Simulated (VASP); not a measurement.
# HfN (P6/mmm) in VASP: further runs

Aim: see how the results for HfN move with the level of theory and the settings. Levels: PBEsol-based screened hybrid with 25 % exact exchange, PBEsol-based global hybrid with 25 % exact exchange. Tasks: single point.

All numbers are computed with VASP 6.6.1; they aren't measurements. Logs are shortened: lines on timing, memory, paths and dates and some standing lists are left out, and cuts for length are marked.

### 1 The cell of the first run

The structure is hexagonal, space group P6/mmm (No. 191). The conventional cell has a = 3.507 Å, b = 3.507 Å, c = 3.851 Å, α = 90.00°, β = 90.00°, γ = 120.00°. Within 2.6 Å of Hf (site symmetry 6/mmm) lie 2 N at 1.93 Å. Within 2.6 Å of N (site symmetry 6/mmm) lie 2 Hf at 1.93 Å.

### 2 Single point, PBEsol-based screened hybrid with 25 % exact exchange

Input file POSCAR:

```
HfN
1.0
    3.5069024766     -0.0000029487      0.0000000000
   -1.7534486847      3.0370681077      0.0000000000
    0.0000000000      0.0000000000      3.8511016211
Hf N
1 1
Direct
    0.0000000000      0.0000000000      0.5000000000
    0.0000000000      0.0000000000      0.0000000000
```

Input file INCAR.step1:

```
PREC = Accurate
ENCUT = 520
EDIFF = 1E-5
ISMEAR = -1
SIGMA = 0.05
LREAL = F
LASPH = T
NELM = 100
ALGO = Normal
ISIF = 2
LWAVE = T
LCHARG = F
NBANDS = 14
GGA = PE
```

Input file INCAR.step2:

```
PREC = Accurate
ENCUT = 520
EDIFF = 1E-6
ISMEAR = -1
SIGMA = 0.05
LREAL = F
LASPH = T
NELM = 100
ALGO = Normal
ISIF = 2
LWAVE = F
LCHARG = F
GGA = PS
LHFCALC = T
AEXX = 0.25
HFSCREEN = 0.207
PRECFOCK = Normal
NBANDS = 14
ISTART = 1
```

Input file KPOINTS:

```
Automatic mesh
0
Gamma
  5 5 4
```

Potentials or basis: VASP PAW PBE potentials, release 64 (Hf_pv, N).

On the command line:

```
> cat potpaw_PBE.64/Hf_pv/POTCAR potpaw_PBE.64/N/POTCAR > POTCAR
> cp INCAR.step1 INCAR
> mpirun -np 1 vasp_std > vasp.out
> cp INCAR.step2 INCAR
> mpirun -np 1 vasp_std > vasp.out
```

OUTCAR:

```text
PREC = Accurate
   ENCUT = 520
   EDIFF = 1E-6
   ISMEAR = -1
   LREAL = F
   LASPH = T
   NELM = 100
   ISIF = 2
   GGA = PS
   LHFCALC = T
   AEXX = 0.25
   HFSCREEN = 0.207
   PRECFOCK = Normal
   ISTART = 1

 ion  position               nearest neighbor table
   1  0.000  0.000  0.500-   2 1.93   2 1.93
   2  0.000  0.000  0.000-   1 1.93   1 1.93

  LATTYP: Found a hexagonal cell.
 ALAT       =     3.5069024766
 C/A-ratio  =     1.0981490494

  Lattice vectors:

 A1 = (   3.5069024766,  -0.0000029487,   0.0000000000)
 A2 = (  -1.7534486847,   3.0370681077,   0.0000000000)
 A3 = (   0.0000000000,   0.0000000000,   3.8511016211)

Analysis of symmetry for initial positions (statically):
=====================================================================
 Subroutine PRICEL returns:
 Original cell was already a primitive cell.

 Routine SETGRP: Setting up the symmetry group for a
 hexagonal supercell.

 Subroutine GETGRP returns: Found 24 space group operations
 (whereof 24 operations were pure point group operations)
 out of a pool of 24 trial point group operations.

The static configuration has the point symmetry D_6h.

Analysis of symmetry for dynamics (positions and initial velocities):
=====================================================================
 Subroutine PRICEL returns:
 Original cell was already a primitive cell.

 Routine SETGRP: Setting up the symmetry group for a
 hexagonal supercell.

 Subroutine GETGRP returns: Found 24 space group operations
 (whereof 24 operations were pure point group operations)
 out of a pool of 24 trial point group operations.

The dynamic configuration has the point symmetry D_6h.

 Subroutine INISYM returns: Found 24 space group operations
 (whereof 24 operations are pure point group operations),
 and found     1 'primitive' translations

----------------------------------------------------------------------------------------

                                     Primitive cell

  volume of cell :      41.0169

  direct lattice vectors                    reciprocal lattice vectors
     3.506902477 -0.000002949  0.000000000     0.285152066  0.164632302  0.000000000
    -1.753448685  3.037068108  0.000000000     0.000000277  0.329265084  0.000000000
     0.000000000  0.000000000  3.851101621     0.000000000  0.000000000  0.259665960

  length of vectors
     3.506902477  3.506902477  3.851101621     0.329265084  0.329265084  0.259665960

  position of ions in fractional coordinates (direct lattice)
     0.000000000  0.000000000  0.500000000
     0.000000000  0.000000000  0.000000000

  ion indices of the primitive-cell ions
   primitive index   ion index
                 1           1
                 2           2

----------------------------------------------------------------------------------------

 KPOINTS: Automatic mesh

Automatic generation of k-mesh.
 Grid dimensions read from file:
 generate k-points for:    5    5    4

 Generating k-lattice:

  Cartesian coordinates                     Fractional coordinates (reciprocal lattice)
     0.057030413  0.032926460  0.000000000     0.200000000 -0.000000000  0.000000000
     0.000000055  0.065853017  0.000000000    -0.000000000  0.200000000  0.000000000
     0.000000000  0.000000000  0.064916490     0.000000000  0.000000000  0.250000000

  Length of vectors
     0.065853017  0.065853017  0.064916490

  Shift w.r.t. Gamma in fractional coordinates (k-lattice)
     0.000000000  0.000000000  0.000000000

 Subroutine IBZKPT returns following result:
 ===========================================

 Found     15 irreducible k-points:

 Following reciprocal coordinates:
            Coordinates               Weight
  0.000000  0.000000  0.000000      1.000000
  0.200000 -0.000000  0.000000      6.000000
  0.400000 -0.000000  0.000000      6.000000
  0.200000  0.200000  0.000000      6.000000
  0.400000  0.200000  0.000000      6.000000
  0.000000  0.000000  0.250000      2.000000
  0.200000 -0.000000  0.250000     12.000000
  0.400000 -0.000000  0.250000     12.000000
  0.200000  0.200000  0.250000     12.000000
  0.400000  0.200000  0.250000     12.000000
  0.000000  0.000000  0.500000      1.000000
  0.200000 -0.000000  0.500000      6.000000
  0.400000 -0.000000  0.500000      6.000000
  0.200000  0.200000  0.500000      6.000000
  0.400000  0.200000  0.500000      6.000000
   k-points           NKPTS =     15   k-points in BZ     NKDIM =    100   number of bands    NBANDS=     14
   number of dos      NEDOS =    301   number of ions     NIONS =      2
   total plane-waves  NPLWV =  23520
   dimension x,y,z NGX =    28 NGY =   28 NGZ =   30
   dimension x,y,z NGXF=    56 NGYF=   56 NGZF=   60
   ions per type =               1   1
   NGX,Y,Z   is equivalent  to a cutoff of  13.27, 13.27, 12.95 a.u.
   NGXF,Y,Z  is equivalent  to a cutoff of  26.55, 26.55, 25.90 a.u.
 SYSTEM =  unknown system
   PREC   = accura    normal or accurate (medium, high low for compatibility)
   ISTART =      1    job   : 0-new  1-cont  2-samecut
   ICHARG =      0    charge: 1-file 2-atom 10-const
   ISPIN  =      1    spin polarized calculation?
   LNONCOLLINEAR =      F non collinear calculations
   LSORBIT =      F    spin-orbit coupling
   LASPH  =      T    aspherical Exc in radial PAW
   ENCUT  =  520.0 eV  38.22 Ry    6.18 a.u.   6.52  6.52  7.16*2*pi/ulx,y,z
   NELM   =    100;   NELMIN=  2; NELMDL=  0     # of ELM steps
   EDIFF  = 0.1E-05   stopping-criterion for ELM
   LREAL  =      F    real-space projection
   EDIFFG = 0.1E-04   stopping-criterion for IOM
   NSW    =      0    number of steps for IOM
   IBRION =     -1    ionic relax: 0-MD 1-quasi-New 2-CG
   NFREE  =      0    steps in history (QN), initial steepest desc. (CG)
   ISIF   =      2    stress and relaxation
   ISYM   =      3    0-nonsym 1-usesym 2-fastsym
   POTIM  = 0.5000    time-step for ionic-motion
   TEBEG  =    0.0;   TEEND  =   0.0 temperature during run
   PSTRESS=    0.0 pullay stress
   NELECT =      15.0000    total number of electrons
   NUPDOWN=      -1.0000    fix difference up-down
   EMIN   =  10.00;   EMAX   =-10.00  energy-range for DOS
   EFERMI =   0.00;   METHOD = LEGACY
   ISMEAR =    -1;   SIGMA  =   0.05  broadening in eV -4-tet -1-fermi 0-gaus
   EFERMI_NEDOS =   21; number of points for ismear=-14 and -15
   IALGO  =     38    algorithm
   IMIX   =      1    mixing-type and parameters
     AMIX     =   0.40;   BMIX     =  1.00
     AMIX_MAG =   1.60;   BMIX_MAG =  1.00
  volume/ion in A,a.u.               =      20.51       138.40
  Fermi-wavevector in a.u.,A,eV,Ry     =   1.170714  2.212329 18.647764  1.370572
  Thomas-Fermi vector in A             =   2.307169
   LORBIT       =      0    0 simple, 1 ext, 2 COOP (PROOUT), +10 PAW based schemes
   GGA     = PS    functional components
   LHFCALC =     T    Hartree Fock is set to
   PRECFOCK=normal    Normal, Fast or Accurate (Low or Medium for compatibility)
   ENCUT4O =  -1.0   cutoff for four orbital integrals eV
   NKREDX  =     1    reduce k-point grid by
   NKREDY  =     1    reduce k-point grid by
   NKREDZ  =     1    reduce k-point grid by
   AEXX    =    0.2500 exact exchange contribution
   HFSCREEN=    0.2070 screening length (either q_TF or 0.3 A-1)
   HFSCREENC=   0.2070 screening length for correlation (either q_TF or 0.3 A-1)
   ENCUTFOCK=  -1.0 apply spherical cutoff to Coloumb kernel
   IVDW    =     0    specifies the selected vdW correction
   LEPSILON=     F    determine dielectric tensor
   LRPA    =     F    only Hartree local field effects (RPA)
 non-spin polarized calculation
  energy-cutoff  :      520.00
  volume of cell :       41.02
 maximum number of plane-waves:      1143
 NGX is ok and might be reduce to    28
  NGX = 20; NGY = 20; NGZ = 24

 number of electron      15.0000002 magnetization

 Free energy of the ion-electron system (eV)
  ---------------------------------------------------
  ext. energy  EPLUGINS =         0.00000000
  ---------------------------------------------------
  free energy    TOTEN  =       -20.61129750 eV

  energy without entropy =      -20.59889040  energy(sigma->0) =      -20.60509395

 E-fermi :   1.7152     XC(G=0):  -8.1272

 val. band max:        1.6965754193   @ k =   0.0000   0.0000   0.0000
 cond. band min:       1.7750994898   @ k =   0.4000   0.2000   0.5000
 fundamental gap:      0.0785240705
 Fermi energy:         1.7152149925

 k-point     1 :       0.0000    0.0000    0.0000
  band No.  band energies     occupation
      1     -31.2944      2.00000
      2     -31.2184      2.00000
      3     -31.2184      2.00000
      4     -14.1303      2.00000
      5      -2.4768      2.00000
      6       1.2081      1.99992
      7       1.2082      1.99992
      8       1.6966      1.18427
      9       3.9004      0.00000
     10       3.9004      0.00000
     11       6.1193      0.00000
     12       6.1193      0.00000
     13      11.3322      0.00000
     14      12.3715      0.00000

 k-point     2 :       0.2000   -0.0000    0.0000
  band No.  band energies     occupation
      1     -31.3067      2.00000
      2     -31.2850      2.00000
      3     -31.2388      2.00000
      4     -14.0010      2.00000
      5      -1.9088      2.00000
      6       0.9958      2.00000
      7       1.0230      2.00000
      8       1.8037      0.29116
      9       3.3008      0.00000
     10       4.7961      0.00000
     11       5.0783      0.00000
     12       5.9335      0.00000
     13      12.8510      0.00000
     14      13.0826      0.00000

 k-point     3 :       0.4000   -0.0000    0.0000
  band No.  band energies     occupation
      1     -31.4445      2.00000
      2     -31.2716      2.00000
      3     -31.2699      2.00000
      4     -13.7860      2.00000
      5      -1.5428      2.00000
      6       0.5523      2.00000
      7       0.7918      2.00000
      8       2.0584      0.00209
      9       3.8530      0.00000
     10       4.7564      0.00000
     11       5.6535      0.00000
     12       6.7404      0.00000
     13       9.7183      0.00000
     14      13.9992      0.00000

 k-point     4 :       0.2000    0.2000    0.0000
  band No.  band energies     occupation
      1     -31.3965      2.00000
      2     -31.2891      2.00000
      3     -31.2728      2.00000
      4     -13.8279      2.00000
      5      -1.5007      2.00000
      6       0.2117      2.00000
      7       1.9619      0.01431
      8       1.9890      0.00834
      9       2.8734      0.00000
     10       4.2783      0.00000
     11       5.4038      0.00000
     12       6.6620      0.00000
     13      11.0502      0.00000
     14      14.1093      0.00000

 k-point     5 :       0.4000    0.2000    0.0000
  band No.  band energies     occupation
      1     -31.4384      2.00000
      2     -31.3327      2.00000
      3     -31.2654      2.00000
      4     -13.7181      2.00000
      5      -1.3358      2.00000
      6      -0.4269      2.00000
      7       2.1537      0.00031
      8       2.2762      0.00003
      9       3.9171      0.00000
     10       4.4955      0.00000
     11       4.9642      0.00000
[... 123 lines left out ...]
 k-point    13 :       0.4000   -0.0000    0.5000
  band No.  band energies     occupation
      1     -31.4612      2.00000
      2     -31.4237      2.00000
      3     -31.2553      2.00000
      4     -11.1405      2.00000
      5      -4.1925      2.00000
      6      -2.8675      2.00000
      7      -1.1514      2.00000
      8       0.7071      2.00000
      9       3.6007      0.00000
     10       6.8044      0.00000
     11       9.2772      0.00000
     12       9.8376      0.00000
     13      10.2390      0.00000
     14      10.2501      0.00000

 k-point    14 :       0.2000    0.2000    0.5000
  band No.  band energies     occupation
      1     -31.4649      2.00000
      2     -31.3771      2.00000
      3     -31.2719      2.00000
      4     -11.1874      2.00000
      5      -4.2183      2.00000
      6      -2.4569      2.00000
      7      -1.3824      2.00000
      8       0.7761      2.00000
      9       2.6508      0.00000
     10       6.6166      0.00000
     11       9.2749      0.00000
     12      10.0724      0.00000
     13      11.1134      0.00000
     14      11.2086      0.00000

 k-point    15 :       0.4000    0.2000    0.5000
  band No.  band energies     occupation
      1     -31.4551      2.00000
      2     -31.4175      2.00000
      3     -31.3145      2.00000
      4     -11.0674      2.00000
      5      -4.1508      2.00000
      6      -2.7924      2.00000
      7      -1.7917      2.00000
      8       1.7751      0.46377
      9       3.4072      0.00000
     10       7.5778      0.00000
     11       8.8194      0.00000
     12       9.4073      0.00000
     13       9.7981      0.00000
     14      11.9034      0.00000

------------------------ aborting loop because EDIFF is reached ----------------------------------------

  FORCE on cell =-STRESS in cart. coord.  units (eV):
  Direction    XX          YY          ZZ          XY          YZ          ZX
  --------------------------------------------------------------------------------------
  -------------------------------------------------------------------------------------
  Total       -0.0953840     -0.0953840     -0.2439498      0.0000000      0.0000000      0.0000000
  in kB       -3.7258305     -3.7258305     -9.5290161      0.0000000      0.0000000      0.0000000
  external PRESSURE =      -5.6602257 kB  Pullay stress =       0.0000000 kB

 VOLUME and BASIS-vectors are now :
 -----------------------------------------------------------------------------
  energy-cutoff  :      520.00
  volume of cell :       41.02
      direct lattice vectors                 reciprocal lattice vectors
     3.506902477 -0.000002949  0.000000000     0.285152066  0.164632302  0.000000000
    -1.753448685  3.037068108  0.000000000     0.000000277  0.329265084  0.000000000
     0.000000000  0.000000000  3.851101621     0.000000000  0.000000000  0.259665960

 POSITION                                       TOTAL-FORCE (eV/Angst)
 -----------------------------------------------------------------------------------
      0.00000      0.00000      1.92555        -0.000000      0.000000      0.000000
      0.00000      0.00000      0.00000         0.000000      0.000000      0.000000
 -----------------------------------------------------------------------------------
    total drift:                               -0.000000      0.000000     -0.000001

  FREE ENERGIE OF THE ION-ELECTRON SYSTEM (eV)
  ---------------------------------------------------
  free  energy   TOTEN  =       -20.6112974992 eV

  energy  without entropy=      -20.5988903984  energy(sigma->0) =      -20.60509395
```

It used 1300 s of CPU time on 1 thread of AMD EPYC 7R13 Processor (Zen 3), with other jobs on the host.

Results:

| Property | Result |
| --- | --- |
| Free energy | -20.6113 eV |
| Pressure | -0.6 GPa |
| Band gap on the k mesh | zero (an odd number of electrons rules out a gap without spin polarisation) |

Stress tensor (GPa, compression positive):
```
-0.37  0.00  0.00
 0.00 -0.37  0.00
 0.00  0.00 -0.95
```

Caveat: the k points lie up to 0.41 Å⁻¹ apart, too coarse for converged energies and pressures of a metal; the PAW data sets were made with another functional, which shifts forces and pressure a little; spin-orbit coupling is left out, which moves the levels of the heavy elements.

(Continued in part 2 of 2.)
